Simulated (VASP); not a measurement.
Write the native input for VASP 6.6.1 that does the following.

- Task: single point
- Functional: PBE
- Potentials or basis: VASP PAW PBE potentials, release 64 (Zr_sv, Ta_pv)
- Cutoff: 520 eV
- k mesh: 14 × 14 × 14
- Occupations: gaussian, width 0.1 eV
- Spin: no spin polarisation
- Dipole correction: no
- Further INCAR settings: ALGO = Fast; EDIFF = 1e-06; NBANDS = 24

The structure of ZrTa2 lies in POSCAR:

```
ZrTa2
1.0
   -2.4458323937      2.4459943949      2.8840001551
    2.4458323937     -2.4459943949      2.8840001551
    2.4458323937      2.4459943949     -2.8840001551
Zr Ta
1 2
Direct
    0.0000000000      0.0000000000      0.0000000000
    0.2500055339      0.7500055339      0.5000000000
    0.7499944661      0.2499944661      0.5000000000
```

These files were run (other wordings do the same):

INCAR

```
SYSTEM = ZrTa2
PREC = Accurate
ENCUT = 520
EDIFF = 1E-6
ISMEAR = 0
SIGMA = 0.1
LREAL = .False.
LASPH = .True.
NELM = 60
ALGO = Fast
ISIF = 2
LWAVE = .False.
LCHARG = .False.
GGA = PE
NBANDS = 24
```

KPOINTS

```
regular mesh
0
Gamma
  14 14 14
  0 0 0
```

Potentials or basis: VASP PAW PBE potentials, release 64 (Zr_sv, Ta_pv).

The run is started by

```console
$ cat potpaw_PBE.64/Zr_sv/POTCAR potpaw_PBE.64/Ta_pv/POTCAR > POTCAR
$ mpirun -np 1 vasp_std > vasp.out
```

Results of the run:

* Pressure: 0.0 GPa
* Band gap on the k mesh: zero (bands 17 and 18 overlap by 0.87 eV)

Caveat: spin-orbit coupling is left out, which moves the levels of the heavy elements.

Run time: 7.2 min on 1 thread of Intel(R) Xeon(R) 6975P-C (Granite Rapids), with other jobs on the host, peak memory 0.73 GiB.
